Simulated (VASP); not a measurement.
# CdF2 in VASP: notebook

CdF2 is run at these levels: PBEsol; tasks: single point.

All numbers are computed with VASP 6.6.1; they aren't measurements. Logs are shortened: lines on timing, memory, paths and dates and some standing lists are left out, and cuts for length are marked.

## (1) The cell of the first run

Symmetry: I4/mmm, No. 139, tetragonal system. The conventional cell has a = 3.545 Å, b = 3.545 Å, c = 5.218 Å, α = 90.00°, β = 90.00°, γ = 90.00°. Within 2.9 Å of Cd (site symmetry 4/mmm) lie 8 F at 2.20 Å. F (site symmetry -4m2) has 4 Cd at 2.20 Å and 6 F at 2.51 to 2.61 Å within 2.9 Å.

## (2) Single point, PBEsol (10.93 Å³/atom)

Input file INCAR:

```
PREC = Accurate
ENCUT = 700
EDIFF = 1E-6
ISMEAR = 0
SIGMA = 0.05
LREAL = False
LASPH = True
NELM = 120
ALGO = Normal
ISIF = 2
LWAVE = False
LCHARG = True
GGA = PS
LELF = True
LVHAR = True
NBANDS = 24
GGA_COMPAT = False
```

Input file KPOINTS:

```
Automatic mesh
0
Gamma
  8 8 8
```

Input file POSCAR:

```
CdF2
1.0
    0.0000000000      2.5063851894      2.6088963436
    2.5063851894      0.0000000000      2.6088963436
    2.5063851894      2.5063851894      0.0000000000
Cd F
1 2
Direct
    0.0000000000      0.0000000000      0.0000000000
    0.2500000000      0.2500000000      0.2500000000
    0.7500000000      0.7500000000      0.7500000000
```

Potentials or basis: VASP PAW PBE potentials, release 64 (Cd_sv_GW, F).

Launch:

```bash
> cat potpaw_PBE.64/Cd_sv_GW/POTCAR potpaw_PBE.64/F/POTCAR > POTCAR
> mpirun -np 1 vasp_std > vasp.out
```

OUTCAR:

```text
PREC = Accurate
   ENCUT = 700
   EDIFF = 1E-6
   ISMEAR = 0
   LREAL = False
   LASPH = True
   NELM = 120
   ISIF = 2
   GGA = PS

 ion  position               nearest neighbor table
   1  0.000  0.000  0.000-   3 2.20   3 2.20   3 2.20   2 2.20   3 2.20   2 2.20   2 2.20   2 2.20

   2  0.250  0.250  0.250-   1 2.20   1 2.20   1 2.20   1 2.20
   3  0.750  0.750  0.750-   1 2.20   1 2.20   1 2.20   1 2.20

  LATTYP: Found a body centered tetragonal cell.
 ALAT       =     3.5445639274
 C/A-ratio  =     1.4720548970

  Lattice vectors:

 A1 = (  -2.5063851894,   0.0000000000,   2.6088963436)
 A2 = (   2.5063851894,   0.0000000000,   2.6088963436)
 A3 = (   0.0000000000,   2.5063851894,  -2.6088963436)

Analysis of symmetry for initial positions (statically):
=====================================================================
 Subroutine PRICEL returns:
 Original cell was already a primitive cell.

 Routine SETGRP: Setting up the symmetry group for a
 body centered tetragonal supercell.

 Subroutine GETGRP returns: Found 16 space group operations
 (whereof 16 operations were pure point group operations)
 out of a pool of 16 trial point group operations.

The static configuration has the point symmetry D_4h.

Analysis of symmetry for dynamics (positions and initial velocities):
=====================================================================
 Subroutine PRICEL returns:
 Original cell was already a primitive cell.

 Routine SETGRP: Setting up the symmetry group for a
 body centered tetragonal supercell.

 Subroutine GETGRP returns: Found 16 space group operations
 (whereof 16 operations were pure point group operations)
 out of a pool of 16 trial point group operations.

The dynamic configuration has the point symmetry D_4h.

 Subroutine INISYM returns: Found 16 space group operations
 (whereof 16 operations are pure point group operations),
 and found     1 'primitive' translations

----------------------------------------------------------------------------------------

                                     Primitive cell

  volume of cell :      32.7780

  direct lattice vectors                    reciprocal lattice vectors
     0.000000000  2.506385189  2.608896344    -0.199490486  0.199490486  0.191651923
     2.506385189  0.000000000  2.608896344     0.199490486 -0.199490486  0.191651923
     2.506385189  2.506385189  0.000000000     0.199490486  0.199490486 -0.191651923

  length of vectors
     3.617776506  3.617776506  3.544563927     0.341062117  0.341062117  0.341062117

  position of ions in fractional coordinates (direct lattice)
     0.000000000  0.000000000  0.000000000
     0.250000000  0.250000000  0.250000000
     0.750000000  0.750000000  0.750000000

  ion indices of the primitive-cell ions
   primitive index   ion index
                 1           1
                 2           2
                 3           3

----------------------------------------------------------------------------------------

 KPOINTS: Automatic mesh

Automatic generation of k-mesh.
 Grid dimensions read from file:
 generate k-points for:    8    8    8

 Generating k-lattice:

  Cartesian coordinates                     Fractional coordinates (reciprocal lattice)
    -0.024936311  0.024936311  0.023956490     0.125000000  0.000000000  0.000000000
     0.024936311 -0.024936311  0.023956490     0.000000000  0.125000000  0.000000000
     0.024936311  0.024936311 -0.023956490    -0.000000000 -0.000000000  0.125000000

  Length of vectors
     0.042632765  0.042632765  0.042632765

  Shift w.r.t. Gamma in fractional coordinates (k-lattice)
     0.000000000  0.000000000  0.000000000

 Subroutine IBZKPT returns following result:
 ===========================================

 Found     59 irreducible k-points:

 Following reciprocal coordinates:
            Coordinates               Weight
  0.000000  0.000000  0.000000      1.000000
  0.125000  0.000000  0.000000      8.000000
  0.250000  0.000000  0.000000      8.000000
  0.375000  0.000000  0.000000      8.000000
  0.500000  0.000000  0.000000      4.000000
  0.125000  0.125000  0.000000      2.000000
[... 16 lines left out ...]
  0.250000  0.000000  0.125000     16.000000
  0.375000  0.000000  0.125000     16.000000
 [... further k-points ...]
   k-points           NKPTS =     59   k-points in BZ     NKDIM =     59   number of bands    NBANDS=     24
   number of dos      NEDOS =    301   number of ions     NIONS =      3
   total plane-waves  NPLWV =  32768
   dimension x,y,z NGX =    32 NGY =   32 NGZ =   32
   dimension x,y,z NGXF=    64 NGYF=   64 NGZF=   64
   ions per type =               1   2
   NGX,Y,Z   is equivalent  to a cutoff of  14.70, 14.70, 15.01 a.u.
   NGXF,Y,Z  is equivalent  to a cutoff of  29.41, 29.41, 30.02 a.u.
 SYSTEM =  unknown system
   PREC   = accura    normal or accurate (medium, high low for compatibility)
   ISTART =      0    job   : 0-new  1-cont  2-samecut
   ICHARG =      2    charge: 1-file 2-atom 10-const
   ISPIN  =      1    spin polarized calculation?
   LNONCOLLINEAR =      F non collinear calculations
   LSORBIT =      F    spin-orbit coupling
   LASPH  =      T    aspherical Exc in radial PAW
   ENCUT  =  700.0 eV  51.45 Ry    7.17 a.u.   7.80  7.80  7.65*2*pi/ulx,y,z
   NELM   =    120;   NELMIN=  2; NELMDL= -5     # of ELM steps
   EDIFF  = 0.1E-05   stopping-criterion for ELM
   LREAL  =      F    real-space projection
   EDIFFG = 0.1E-04   stopping-criterion for IOM
   NSW    =      0    number of steps for IOM
   IBRION =     -1    ionic relax: 0-MD 1-quasi-New 2-CG
   NFREE  =      0    steps in history (QN), initial steepest desc. (CG)
   ISIF   =      2    stress and relaxation
   ISYM   =      2    0-nonsym 1-usesym 2-fastsym
   POTIM  = 0.5000    time-step for ionic-motion
   TEBEG  =    0.0;   TEEND  =   0.0 temperature during run
   PSTRESS=    0.0 pullay stress
   NELECT =      34.0000    total number of electrons
   NUPDOWN=      -1.0000    fix difference up-down
   EMIN   =  10.00;   EMAX   =-10.00  energy-range for DOS
   EFERMI =   0.00;   METHOD = LEGACY
   ISMEAR =     0;   SIGMA  =   0.05  broadening in eV -4-tet -1-fermi 0-gaus
   EFERMI_NEDOS =   21; number of points for ismear=-14 and -15
   IALGO  =     38    algorithm
   IMIX   =      4    mixing-type and parameters
     AMIX     =   0.40;   BMIX     =  1.00
     AMIX_MAG =   1.60;   BMIX_MAG =  1.00
  volume/ion in A,a.u.               =      10.93        73.73
  Fermi-wavevector in a.u.,A,eV,Ry     =   1.657195  3.131645 37.365622  2.746296
  Thomas-Fermi vector in A             =   2.744990
   LORBIT       =      0    0 simple, 1 ext, 2 COOP (PROOUT), +10 PAW based schemes
   GGA     = PS    functional components
   LHFCALC =     F    Hartree Fock is set to
   AEXX    =    0.0000 exact exchange contribution
   IVDW    =     0    specifies the selected vdW correction
   LEPSILON=     F    determine dielectric tensor
   LRPA    =     F    only Hartree local field effects (RPA)
 non-spin polarized calculation
 Gauss-broadening in eV      SIGMA  =   0.05
  energy-cutoff  :      700.00
  volume of cell :       32.78
 maximum number of plane-waves:      1392
   NGX = 15   NGY = 15   NGZ = 15

 number of electron      33.9999995 magnetization

 Free energy of the ion-electron system (eV)
  ---------------------------------------------------
  ext. energy  EPLUGINS =         0.00000000
  ---------------------------------------------------
  free energy    TOTEN  =       -11.22716601 eV

  energy without entropy =      -11.22716601  energy(sigma->0) =      -11.22716601

 E-fermi :   2.8340     XC(G=0): -11.9058

 val. band max:        2.4477132314   @ k =  -0.2500   0.2500   0.5000
 cond. band min:       5.9555476330   @ k =   0.0000   0.0000   0.0000
 fundamental gap:      3.5078344017
 Fermi energy:         2.8339689358

 k-point     1 :       0.0000    0.0000    0.0000
  band No.  band energies     occupation
      1     -95.6577      2.00000
      2     -56.8114      2.00000
      3     -56.8114      2.00000
      4     -56.7940      2.00000
      5     -19.4830      2.00000
      6     -17.7394      2.00000
[... 16 lines left out ...]
     23      22.8911      0.00000
     24      23.8428      0.00000

 k-point     2 :       0.1250    0.0000    0.0000
  band No.  band energies     occupation
      1     -95.6577      2.00000
      2     -56.8123      2.00000
      3     -56.8116      2.00000
      4     -56.7944      2.00000
      5     -19.4046      2.00000
      6     -17.8138      2.00000
[... 16 lines left out ...]
     23      22.5804      0.00000
     24      23.4508      0.00000

 k-point     3 :       0.2500    0.0000    0.0000
  band No.  band energies     occupation
      1     -95.6576      2.00000
      2     -56.8144      2.00000
      3     -56.8119      2.00000
      4     -56.7954      2.00000
      5     -19.1923      2.00000
      6     -18.0102      2.00000
[... 16 lines left out ...]
     23      22.7481      0.00000
     24      23.6544      0.00000

 k-point     4 :       0.3750    0.0000    0.0000
  band No.  band energies     occupation
      1     -95.6575      2.00000
      2     -56.8165      2.00000
      3     -56.8122      2.00000
      4     -56.7963      2.00000
      5     -18.9043      2.00000
      6     -18.2734      2.00000
[... 16 lines left out ...]
     23      22.1594      0.00000
     24      22.8749      0.00000

 k-point     5 :       0.5000    0.0000    0.0000
  band No.  band energies     occupation
      1     -95.6575      2.00000
      2     -56.8174      2.00000
      3     -56.8124      2.00000
      4     -56.7966      2.00000
      5     -18.6575      2.00000
      6     -18.5074      2.00000
[... 16 lines left out ...]
     23      21.8844      0.00000
     24      22.3741      0.00000

 k-point     6 :       0.1250    0.1250    0.0000
  band No.  band energies     occupation
      1     -95.6577      2.00000
      2     -56.8118      2.00000
      3     -56.8118      2.00000
      4     -56.7951      2.00000
      5     -19.3917      2.00000
      6     -17.8204      2.00000
[... 16 lines left out ...]
     23      23.2475      0.00000
     24      23.8481      0.00000
[... 379 lines left out ...]
 k-point    21 :       0.5000    0.5000    0.0000
  band No.  band energies     occupation
      1     -95.6574      2.00000
      2     -56.8138      2.00000
      3     -56.8138      2.00000
      4     -56.8010      2.00000
      5     -18.8133      2.00000
      6     -18.2564      2.00000
[... 16 lines left out ...]
     23      23.1999      0.00000
     24      23.9210      0.00000

 k-point    22 :       0.1250    0.0000    0.1250
  band No.  band energies     occupation
      1     -95.6577      2.00000
      2     -56.8125      2.00000
      3     -56.8119      2.00000
      4     -56.7944      2.00000
      5     -19.3740      2.00000
      6     -17.8431      2.00000
[... 16 lines left out ...]
     23      23.1707      0.00000
     24      23.7160      0.00000

 k-point    23 :       0.2500    0.0000    0.1250
  band No.  band energies     occupation
      1     -95.6576      2.00000
      2     -56.8143      2.00000
      3     -56.8123      2.00000
      4     -56.7950      2.00000
      5     -19.2057      2.00000
      6     -17.9956      2.00000
[... 16 lines left out ...]
     23      22.9632      0.00000
     24      25.0856      0.00000

 k-point    24 :       0.3750    0.0000    0.1250
  band No.  band energies     occupation
      1     -95.6575      2.00000
      2     -56.8163      2.00000
      3     -56.8127      2.00000
      4     -56.7960      2.00000
      5     -18.9483      2.00000
      6     -18.2242      2.00000
[... 16 lines left out ...]
     23      22.5023      0.00000
     24      24.7764      0.00000

 [... further k-points ...]

------------------------ aborting loop because EDIFF is reached ----------------------------------------

  FORCE on cell =-STRESS in cart. coord.  units (eV):
  Direction    XX          YY          ZZ          XY          YZ          ZX
  --------------------------------------------------------------------------------------
  -------------------------------------------------------------------------------------
  Total        6.1358140      6.1358140      5.1741012      0.0000000     -0.0000000      0.0000000
  in kB      299.9164716    299.9164716    252.9082803      0.0000000     -0.0000000      0.0000000
  external PRESSURE =     284.2470745 kB  Pullay stress =       0.0000000 kB

 VOLUME and BASIS-vectors are now :
 -----------------------------------------------------------------------------
  energy-cutoff  :      700.00
  volume of cell :       32.78
      direct lattice vectors                 reciprocal lattice vectors
     0.000000000  2.506385189  2.608896344    -0.199490486  0.199490486  0.191651923
     2.506385189  0.000000000  2.608896344     0.199490486 -0.199490486  0.191651923
     2.506385189  2.506385189  0.000000000     0.199490486  0.199490486 -0.191651923

 POSITION                                       TOTAL-FORCE (eV/Angst)
 -----------------------------------------------------------------------------------
      0.00000      0.00000      0.00000         0.000000     -0.000000      0.000000
      1.25319      1.25319      1.30445        -0.000000      0.000000      0.000000
      3.75958      3.75958      3.91334        -0.000000      0.000000     -0.000000
 -----------------------------------------------------------------------------------
    total drift:                                0.000000     -0.000000      0.000000

  FREE ENERGIE OF THE ION-ELECTRON SYSTEM (eV)
  ---------------------------------------------------
  free  energy   TOTEN  =       -11.2271660085 eV

  energy  without entropy=      -11.2271660085  energy(sigma->0) =      -11.22716601
```

It took 33 s on 1 thread of Intel Xeon 6975P-C (Granite Rapids), shared host; peak memory 0.23 GiB.

Results:

| Quantity | Value |
| --- | --- |
| Free energy | -11.2272 eV |
| Pressure | 28.4 GPa |
| Band gap on the k mesh | 3.51 eV (least direct gap 3.65 eV) |

Caveat: the cell stands under pressure; the PAW data sets were made with another functional, which shifts forces and pressure a little. A k mesh can miss the band edges.

## (3) Single point, PBEsol (12.49 Å³/atom)

This run uses another cell than the first one, of 12.49 Å³/atom.

Input file INCAR:

```
SYSTEM = CdF2
PREC = Accurate ; ENCUT = 700
EDIFF = 1E-6 ; ISMEAR = 0
SIGMA = 0.05 ; LREAL = .False.
LASPH = .True. ; NELM = 120
ALGO = Normal ; ISIF = 2
LWAVE = .False. ; LCHARG = .False.
GGA = PS ; NBANDS = 24
GGA_COMPAT = .False.
```

Input file KPOINTS:

```
regular mesh
0
Gamma
  8 8 8
  0 0 0
```

Input file POSCAR:

```
CdF2
1.0
    0.0000000000      2.6029352068      2.7643171897
    2.6029352068      0.0000000000      2.7643171897
    2.6029352068      2.6029352068      0.0000000000
Cd F
1 2
Direct
    0.0000000000      0.0000000000      0.0000000000
    0.2500000000      0.2500000000      0.2500000000
    0.7500000000      0.7500000000      0.7500000000
```

Potentials or basis: VASP PAW PBE potentials, release 64 (Cd_sv_GW, F).

Launch:

```bash
> cat potpaw_PBE.64/Cd_sv_GW/POTCAR potpaw_PBE.64/F/POTCAR > POTCAR
> mpirun -np 1 vasp_std > vasp.out
```

It took 73 s on 1 thread of Intel Xeon Platinum 8259CL at 2.50GHz (Skylake/Cascade Lake), shared host; peak memory 0.25 GiB.

The run converged. Its results:

```
Free energy            : -11.6635 eV
Pressure               : 4.4 GPa
Band gap on the k mesh : 2.98 eV (least direct gap 3.36 eV)
```

Stress tensor (GPa, compression positive):
```
 6.71  0.00  0.00
 0.00  6.71  0.00
 0.00  0.00 -0.11
```

Levels at points of the mesh, in eV from the valence-band top:
```tsv
k point	band 13	band 14	band 15	band 16	band 17	band 18	band 19	band 20	band 21	band 22
(0.00, 0.00, 0.00)	-0.98	-0.98	-0.56	-0.56	-0.39	2.98	12.61	12.61	12.74	17.73
(0.50, 0.00, 0.00)	-2.58	-2.16	-2.02	-0.43	-0.41	7.31	8.97	14.43	14.89	17.91
(0.50, 0.50, 0.00)	-3.23	-3.23	-0.88	-0.09	-0.09	8.18	9.78	11.76	14.60	14.60
(0.50, 0.00, 0.50)	-3.24	-3.14	-0.52	-0.25	-0.07	8.12	9.56	11.74	13.94	14.71
```

Caveat: the stress differs along the axes, from -0 to 7 GPa; the PAW data sets were made with another functional, which shifts forces and pressure a little. Expect the measured gap to be larger: semilocal functionals such as PBEsol lack the derivative discontinuity.

## (4) Single point, PBEsol (11.97 Å³/atom)

This run uses another cell than the first one, of 11.97 Å³/atom.

Input file INCAR:

```
SYSTEM = CdF2
PREC = Accurate
ENCUT = 700
EDIFF = 1E-6
ISMEAR = 0
SIGMA = 0.05
LREAL = .False.
LASPH = .True.
NELM = 120
ALGO = Normal
ISIF = 2
LWAVE = .False.
LCHARG = .False.
GGA = PS
NBANDS = 24
GGA_COMPAT = .False.
```

KPOINTS is that of step 3.

Input file POSCAR:

```
CdF2
1.0
    0.0000000000      2.6182639082      2.6182639082
    2.6182639082      0.0000000000      2.6182639082
    2.6182639082      2.6182639082      0.0000000000
Cd F
1 2
Direct
    0.0000000000      0.0000000000      0.0000000000
    0.2500000000      0.2500000000      0.2500000000
    0.7500000000      0.7500000000      0.7500000000
```

Launch:

```bash
> cat potpaw_PBE.64/Cd_sv_GW/POTCAR potpaw_PBE.64/F/POTCAR > POTCAR
> mpirun -np 1 vasp_std > vasp.out
```

It took 31 s on 1 thread of AMD EPYC 7R13 (Zen 3), shared host; peak memory 0.18 GiB.

The run converged. Its results:

| Quantity | Value |
| --- | --- |
| Free energy | -11.6178 eV |
| Pressure | 10.7 GPa |
| Band gap on the k mesh | 3.22 eV (least direct gap 3.59 eV) |

Levels at points of the mesh, in eV from the valence-band top:
```csv
k point,band 14,band 15,band 16,band 17,band 18,band 19,band 20,band 21
"(0.00, 0.00, 0.00)",-1.25,-0.37,-0.37,-0.37,3.22,12.87,12.87,12.87
"(0.50, 0.00, 0.00)",-2.24,-2.24,-0.32,-0.32,7.73,9.21,15.07,15.07
"(0.50, 0.50, 0.00)",-3.18,-0.72,-0.10,-0.10,8.59,9.96,11.84,14.87
```

Caveat: the cell stands under pressure; the PAW data sets were made with another functional, which shifts forces and pressure a little. PBEsol gaps usually lie below the measured ones, often by a third to a half.

## (5) The runs side by side

| cell | gap on the mesh (eV) | pressure (GPa) |
| --- | --- | --- |
| a = 3.618, b = 3.618, c = 3.545 Å, angles 60.7, 60.7, 58.7°, 3 atoms | 3.51 | 28.4 |
| a = 3.797, b = 3.797, c = 3.681 Å, angles 61.0, 61.0, 58.0°, 3 atoms | 2.98 | 4.4 |
| a = 3.703 Å, angles 60.0°, 3 atoms | 3.22 | 10.7 |

Alike in all rows: task single point; level PBEsol; potentials or basis VASP PAW PBE potentials, release 64 (Cd_sv_GW, F); no spin polarisation; k mesh 8 × 8 × 8; cutoff (eV) 700; smearing gaussian 0.05 eV.

Caveats: the PAW data sets were made with another functional, which shifts forces and pressure a little; the cell stands under pressure (at least some runs); the stress differs along the axes, from -0 to 7 GPa (at least some runs).

Absolute energies hang on the potentials; compare differences alone.
